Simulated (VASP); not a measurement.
# C in VASP: a series of runs

C is run at these levels: PBE+D3(BJ); tasks: relaxation of the atoms.

All numbers are computed with VASP 6.6.1; they aren't measurements. Logs are shortened: lines on timing, memory, paths and dates and some standing lists are left out, and cuts for length are marked.

## Step 1: The cell of the first run

The cell holds a slab with vacuum, 4 atoms: a = 2.466 Å, b = 2.466 Å, c = 17.500 Å, α = 90.00°, β = 90.00°, γ = 120.00°.

## Step 2: Relaxation of the atoms, PBE+D3(BJ) (layers slid over each other)

The input, INCAR:

```
SYSTEM = C
PREC = Accurate
ENCUT = 520
EDIFF = 1E-6
ISMEAR = 0
SIGMA = 0.1
LREAL = .FALSE.
LASPH = .TRUE.
NELM = 100
ALGO = Normal
ISIF = 2
LWAVE = .FALSE.
LCHARG = .FALSE.
LDIPOL = .TRUE.
IDIPOL = 3
DIPOL = 0.5 0.5 0.356
GGA = PE
IVDW = 12
IBRION = 2
NSW = 40
EDIFFG = -0.003
```

The input, KPOINTS:

```
Automatic mesh
0
G
  15 15 1
  0 0 0
```

The input, POSCAR:

```
C
1.0
    2.4656677093      0.0000000000      0.0000000000
   -1.2328338546      2.1353308736      0.0000000000
    0.0000000000      0.0000000000     17.5000661151
C
4
Selective dynamics
Direct
    0.6666666667      0.3333333333      0.2571425794  F F T
    0.3333333333      0.6666666667      0.2571428988  F F F
    0.8333333333      0.6666666667      0.4546382817  F F T
    0.5000000000      1.0000000000      0.4546382816  F F T
```

Potentials or basis: VASP PAW PBE potentials, release 64 (C).

Run with:

```bash
> cat potpaw_PBE.64/C/POTCAR > POTCAR
> mpirun -np 1 vasp_std > vasp.out
```

OUTCAR:

```text
SYSTEM = C
   PREC = Accurate
   ENCUT = 520
   EDIFF = 1E-6
   ISMEAR = 0
   LREAL = .FALSE.
   LASPH = .TRUE.
   NELM = 100
   ISIF = 2
   GGA = PE
   IVDW = 12
   IBRION = 2
   NSW = 40
   EDIFFG = -0.003
 IVDW          = 12

 ion  position               nearest neighbor table
   1  0.667  0.333  0.257-   2 1.42   2 1.42   2 1.42
   2  0.333  0.667  0.257-   1 1.42   1 1.42   1 1.42
   3  0.833  0.667  0.455-   4 1.42   4 1.42   4 1.42
   4  0.500  0.000  0.455-   3 1.42   3 1.42   3 1.42

  LATTYP: Found a hexagonal cell.
 ALAT       =     2.4656677093
 C/A-ratio  =     7.0974957611

  Lattice vectors:

 A1 = (   2.4656677093,   0.0000000000,   0.0000000000)
 A2 = (  -1.2328338546,   2.1353308736,   0.0000000000)
 A3 = (   0.0000000000,   0.0000000000,  17.5000661151)

Analysis of symmetry for initial positions (statically):
=====================================================================
 Subroutine PRICEL returns:
 Original cell was already a primitive cell.

 Routine SETGRP: Setting up the symmetry group for a
 hexagonal supercell.

 Subroutine GETGRP returns: Found  4 space group operations
 (whereof  2 operations were pure point group operations)
 out of a pool of 24 trial point group operations.

The static configuration has the point symmetry C_1h.
 The point group associated with its full space group is C_2h.

Analysis of symmetry for dynamics (positions and initial velocities):
=====================================================================
 Subroutine PRICEL returns:
 Original cell was already a primitive cell.

 Routine SETGRP: Setting up the symmetry group for a
 hexagonal supercell.

 Subroutine GETGRP returns: Found  4 space group operations
 (whereof  2 operations were pure point group operations)
 out of a pool of 24 trial point group operations.

The dynamic configuration has the point symmetry C_1h.
 The point group associated with its full space group is C_2h.

Analysis of constrained symmetry for selective dynamics:
=====================================================================
 Subroutine PRICEL returns:
 Original cell was already a primitive cell.

 Routine SETGRP: Setting up the symmetry group for a
 hexagonal supercell.

 Subroutine GETGRP returns: Found  2 space group operations
 (whereof  2 operations were pure point group operations)
 out of a pool of 24 trial point group operations.

The constrained configuration has the point symmetry C_1h.

 Subroutine INISYM returns: Found  2 space group operations
 (whereof  2 operations are pure point group operations),
 and found     1 'primitive' translations

----------------------------------------------------------------------------------------

                                     Primitive cell

  volume of cell :      92.1381

  direct lattice vectors                    reciprocal lattice vectors
     2.465667709  0.000000000  0.000000000     0.405569654  0.234155749  0.000000000
    -1.232833855  2.135330874  0.000000000     0.000000000  0.468311498  0.000000000
     0.000000000  0.000000000 17.500066115     0.000000000  0.000000000  0.057142641

  length of vectors
     2.465667709  2.465667709 17.500066115     0.468311498  0.468311498  0.057142641

  position of ions in fractional coordinates (direct lattice)
     0.666666667  0.333333333  0.257142579
     0.333333333  0.666666667  0.257142899
     0.833333333  0.666666667  0.454638282
     0.500000000  0.000000000  0.454638282

  ion indices of the primitive-cell ions
   primitive index   ion index
                 1           1
                 2           2
                 3           3
                 4           4

----------------------------------------------------------------------------------------

 KPOINTS: Automatic mesh

Automatic generation of k-mesh.
 Grid dimensions read from file:
 generate k-points for:   15   15    1

 Generating k-lattice:

  Cartesian coordinates                     Fractional coordinates (reciprocal lattice)
     0.027037977  0.015610383  0.000000000     0.066666667  0.000000000  0.000000000
     0.000000000  0.031220767  0.000000000     0.000000000  0.066666667  0.000000000
     0.000000000  0.000000000  0.057142641     0.000000000  0.000000000  1.000000000

  Length of vectors
     0.031220767  0.031220767  0.057142641

  Shift w.r.t. Gamma in fractional coordinates (k-lattice)
     0.000000000  0.000000000  0.000000000

 Subroutine IBZKPT returns following result:
 ===========================================

 Found     64 irreducible k-points:

 Following reciprocal coordinates:
            Coordinates               Weight
  0.000000  0.000000  0.000000      1.000000
  0.066667  0.000000  0.000000      4.000000
  0.000000  0.066667  0.000000      2.000000
  0.133333  0.000000  0.000000      4.000000
  0.000000  0.133333  0.000000      2.000000
  0.200000  0.000000  0.000000      4.000000
[... 16 lines left out ...]
 -0.266667  0.200000  0.000000      4.000000
  0.266667  0.066667  0.000000      4.000000
 [... further k-points ...]
   k-points           NKPTS =     64   k-points in BZ     NKDIM =     64   number of bands    NBANDS=     12
   number of dos      NEDOS =    301   number of ions     NIONS =      4
   total plane-waves  NPLWV =  45360
   dimension x,y,z NGX =    18 NGY =   18 NGZ =  140
   dimension x,y,z NGXF=    36 NGYF=   36 NGZF=  280
   ions per type =               4
   NGX,Y,Z   is equivalent  to a cutoff of  12.14, 12.14, 13.30 a.u.
   NGXF,Y,Z  is equivalent  to a cutoff of  24.27, 24.27, 26.60 a.u.
 SYSTEM =  C
   PREC   = accura    normal or accurate (medium, high low for compatibility)
   ISTART =      0    job   : 0-new  1-cont  2-samecut
   ICHARG =      2    charge: 1-file 2-atom 10-const
   ISPIN  =      1    spin polarized calculation?
   LNONCOLLINEAR =      F non collinear calculations
   LSORBIT =      F    spin-orbit coupling
   LASPH  =      T    aspherical Exc in radial PAW
   ENCUT  =  520.0 eV  38.22 Ry    6.18 a.u.   4.58  4.58 32.54*2*pi/ulx,y,z
   NELM   =    100;   NELMIN=  2; NELMDL= -5     # of ELM steps
   EDIFF  = 0.1E-05   stopping-criterion for ELM
   LREAL  =      F    real-space projection
   EDIFFG = -.3E-02   stopping-criterion for IOM
   NSW    =     40    number of steps for IOM
   IBRION =      2    ionic relax: 0-MD 1-quasi-New 2-CG
   NFREE  =      1    steps in history (QN), initial steepest desc. (CG)
   ISIF   =      2    stress and relaxation
   ISYM   =      2    0-nonsym 1-usesym 2-fastsym
   POTIM  = 0.5000    time-step for ionic-motion
   TEBEG  =    0.0;   TEEND  =   0.0 temperature during run
   PSTRESS=    0.0 pullay stress
   NELECT =      16.0000    total number of electrons
   NUPDOWN=      -1.0000    fix difference up-down
   EMIN   =  10.00;   EMAX   =-10.00  energy-range for DOS
   EFERMI =   0.00;   METHOD = LEGACY
   ISMEAR =     0;   SIGMA  =   0.10  broadening in eV -4-tet -1-fermi 0-gaus
   EFERMI_NEDOS =   21; number of points for ismear=-14 and -15
   IALGO  =     38    algorithm
   IMIX   =      4    mixing-type and parameters
     AMIX     =   0.40;   BMIX     =  1.00
     AMIX_MAG =   1.60;   BMIX_MAG =  1.00
  volume/ion in A,a.u.               =      23.03       155.44
  Fermi-wavevector in a.u.,A,eV,Ry     =   0.913345  1.725972 11.349976  0.834200
  Thomas-Fermi vector in A             =   2.037846
   LORBIT       =      0    0 simple, 1 ext, 2 COOP (PROOUT), +10 PAW based schemes
   GGA     = PE    functional components
   LHFCALC =     F    Hartree Fock is set to
   AEXX    =    0.0000 exact exchange contribution
   IVDW    =    12    specifies the selected vdW correction
   LEPSILON=     F    determine dielectric tensor
   LRPA    =     F    only Hartree local field effects (RPA)
 conjugate gradient relaxation of ions
 non-spin polarized calculation
 Gauss-broadening in eV      SIGMA  =   0.10
  energy-cutoff  :      520.00
  volume of cell :       92.14
 maximum number of plane-waves:      2521
   NGX =  9   NGY =  9   NGZ = 65

--------------------------------------- Ionic step        1  -------------------------------------------

 number of electron      15.9999996 magnetization

 Free energy of the ion-electron system (eV)
  ---------------------------------------------------
  ext. energy  EPLUGINS =         0.00000000
  ---------------------------------------------------
  free energy    TOTEN  =       -36.87608789 eV

  energy without entropy =      -36.87605718  energy(sigma->0) =      -36.87607253

------------------------ aborting loop because EDIFF is reached ----------------------------------------

 Edisp (eV)   -0.46980

 E8    (eV) :    -0.1400
[... 111 lines left out ...]
  FREE ENERGIE OF THE ION-ELECTRON SYSTEM (eV)
  ---------------------------------------------------
  free  energy   TOTEN  =       -37.3458869702 eV

  energy  without entropy=      -37.3458560551  energy(sigma->0) =      -37.34587151

 dipolmoment           0.000000      0.000000     -0.000019 electrons x Angstroem

[... ionic steps 4 to 16 ...]

--------------------------------------- Ionic step       17  -------------------------------------------

 number of electron      15.9999996 magnetization

------------------------ aborting loop because EDIFF is reached ----------------------------------------
[... 79 lines left out ...]
--------------------------------------- Ionic step       19  -------------------------------------------

 number of electron      15.9999996 magnetization

 dipolmoment           0.000000      0.000000      0.000027 electrons x Angstroem

 Free energy of the ion-electron system (eV)
  ---------------------------------------------------
  ext. energy  EPLUGINS =         0.00000000
  ---------------------------------------------------
  free energy    TOTEN  =       -36.87791935 eV

  energy without entropy =      -36.87788068  energy(sigma->0) =      -36.87790001

 E-fermi :  -0.8307     XC(G=0):  -4.4695

 val. band max:       -1.0116309269   @ k =   0.3333   0.3333   0.0000
 cond. band min:      -0.6498717965   @ k =   0.3333   0.3333   0.0000
 fundamental gap:      0.3617591304
 Fermi energy:        -0.8306666777

 k-point     1 :       0.0000    0.0000    0.0000
  band No.  band energies     occupation
      1     -20.4042      2.00000
      2     -20.2898      2.00000
      3      -8.8442      2.00000
      4      -8.0284      2.00000
      5      -3.8670      2.00000
      6      -3.8647      2.00000
      7      -3.8626      2.00000
      8      -3.8607      2.00000
      9       2.5477      0.00000
     10       3.0154      0.00000
     11       3.8968      0.00000
     12       5.6755      0.00000
[... 331 lines left out ...]
 k-point    24 :       0.2667    0.0667    0.0000
  band No.  band energies     occupation
      1     -18.2182      2.00000
      2     -18.1191      2.00000
      3      -9.5798      2.00000
      4      -9.5350      2.00000
      5      -6.6753      2.00000
      6      -6.6620      2.00000
      7      -6.2622      2.00000
      8      -5.5278      2.00000
      9       4.7306      0.00000
     10       5.1142      0.00000
     11       5.5087      0.00000
     12       6.0224      0.00000

 [... further k-points ...]

------------------------ aborting loop because EDIFF is reached ----------------------------------------

 vacuum level on the upper side and lower side of the slab       (xc-potential included)        -0.149        -0.137

 Edisp (eV)   -0.46803

 E8    (eV) :    -0.1394

  FORCE on cell =-STRESS in cart. coord.  units (eV):
  Direction    XX          YY          ZZ          XY          YZ          ZX
  --------------------------------------------------------------------------------------
  -------------------------------------------------------------------------------------
  Total       0.10185     0.12255    -0.02189     0.00000     0.05557     0.00000
  in kB       1.77101     2.13105    -0.38063     0.00000     0.96623     0.00000
  external pressure =        1.17 kB  Pullay stress =        0.00 kB
[... 19 lines left out ...]
  FREE ENERGIE OF THE ION-ELECTRON SYSTEM (eV)
  ---------------------------------------------------
  free  energy   TOTEN  =       -37.3459543363 eV

  energy  without entropy=      -37.3459156691  energy(sigma->0) =      -37.34593500

 reached required accuracy - stopping structural energy minimisation

 vacuum level on the upper side and lower side of the slab         3.311         3.326
```

Run time: 5.8 min. Hardware: 1 thread of Intel Xeon Platinum 8259CL at 2.50GHz (Skylake/Cascade Lake), shared host; peak memory 0.23 GiB.

What came out:

```yaml
Free_energy: -37.3460 eV
Energy_gained_by_relaxing: 0.0 meV/atom
Ionic_steps: 19
Dispersion_energy_per_atom: -0.117 eV
```

Final structure:
```
C
1.0
     2.46567    0.00000    0.00000
    -1.23283    2.13533    0.00000
     0.00000    0.00000   17.50007
C
4
Direct
  0.66667 0.33333 0.25716
  0.33333 0.66667 0.25714
  0.83333 0.66667 0.45573
  0.50000 0.00000 0.45573
```

Caveat: the cell differs from its parent crystal (layers slid over each other).

## Step 3: Relaxation of the atoms, PBE+D3(BJ) (layers slid over each other)

The input, INCAR:

```
PREC = Accurate
ENCUT = 520
EDIFF = 1E-6
ISMEAR = 0
SIGMA = 0.1
LREAL = F
LASPH = T
NELM = 60
ALGO = Normal
ISIF = 2
LWAVE = F
LCHARG = F
LDIPOL = T
IDIPOL = 3
DIPOL = 0.5 0.5 0.359
GGA = PE
IVDW = 12
IBRION = 2
NSW = 40
EDIFFG = -0.003
```

The input, KPOINTS:

```
Automatic mesh
0
Gamma
  15 15 1
```

The input, POSCAR:

```
C
1.0
    2.4656677093      0.0000000000      0.0000000000
   -1.2328338546      2.1353308736      0.0000000000
    0.0000000000      0.0000000000     17.5000661151
C
4
Selective dynamics
Direct
    0.6666666667      0.3333333333      0.2571429674  F F T
    0.3333333333      0.6666666667      0.2571428302  F F F
    0.6666666667      0.6666666667      0.4611971174  F F T
    0.3333333333      1.0000000000      0.4611971843  F F T
```

Potentials or basis: VASP PAW PBE potentials, release 64 (C).

Run with:

```bash
> cat potpaw_PBE.64/C/POTCAR > POTCAR
> mpirun -np 1 vasp_std > vasp.out
```

Run time: 15 min. Hardware: 1 thread of Intel Xeon 8259CL, shared host; peak memory 0.27 GiB.

It converged, with:

| Property | Result |
| --- | --- |
| Free energy | -37.3475 eV |
| Energy gained by relaxing | 0.4 meV/atom |
| Ionic steps | 23 |
| Dispersion energy per atom | -0.117 eV |

The path:
| step | energy change (eV) | largest force on free atoms (eV/Å) | pressure (GPa) |
| --- | --- | --- | --- |
| 1 | 0.0000 | 0.0134 | 0.08 |
| 2 | 0.0000 | 0.0125 | 0.08 |
| 3 | 0.0000 | 0.0192 | 0.08 |
| 4 | -0.0001 | 0.0182 | 0.08 |
| 5 | -0.0001 | 0.0137 | 0.08 |
| 6 | -0.0002 | 0.0124 | 0.08 |
| 7 | -0.0004 | 0.0121 | 0.08 |
| 8 | -0.0007 | 0.0450 | 0.08 |
| 9 | -0.0009 | 0.1124 | 0.10 |
| 10 | -0.0009 | 0.1115 | 0.10 |
| 11 | -0.0009 | 0.1100 | 0.10 |
| 12 | -0.0010 | 0.1062 | 0.10 |
| 13 | -0.0011 | 0.0991 | 0.10 |
| 14 | -0.0013 | 0.0855 | 0.10 |
| 15 | -0.0015 | 0.0579 | 0.11 |
| 16 | -0.0015 | 0.0516 | 0.12 |
| 17 | -0.0016 | 0.0372 | 0.12 |
| 18 | -0.0016 | 0.0114 | 0.12 |
| 19 | -0.0016 | 0.0077 | 0.12 |
| 20 | -0.0016 | 0.0091 | 0.12 |
| 21 | -0.0016 | 0.0080 | 0.12 |
| 22 | -0.0016 | 0.0083 | 0.12 |
| 23 | -0.0016 | 0.0008 | 0.12 |

Final structure:
```cif
data_structure
_symmetry_space_group_name_H-M 'P 1'
_symmetry_Int_Tables_number 1
_cell_length_a 2.4657
_cell_length_b 2.4657
_cell_length_c 17.5001
_cell_angle_alpha 90.000
_cell_angle_beta 90.000
_cell_angle_gamma 120.000
_cell_volume 92.14
loop_
_atom_site_label
_atom_site_type_symbol
_atom_site_fract_x
_atom_site_fract_y
_atom_site_fract_z
_atom_site_occupancy
C1 C 0.66667 0.33333 0.25714 1
C2 C 0.33333 0.66667 0.25714 1
C3 C 0.66667 0.66667 0.45476 1
C4 C 0.33333 0.00000 0.45476 1
```

Caveat: the cell differs from its parent crystal (layers slid over each other).
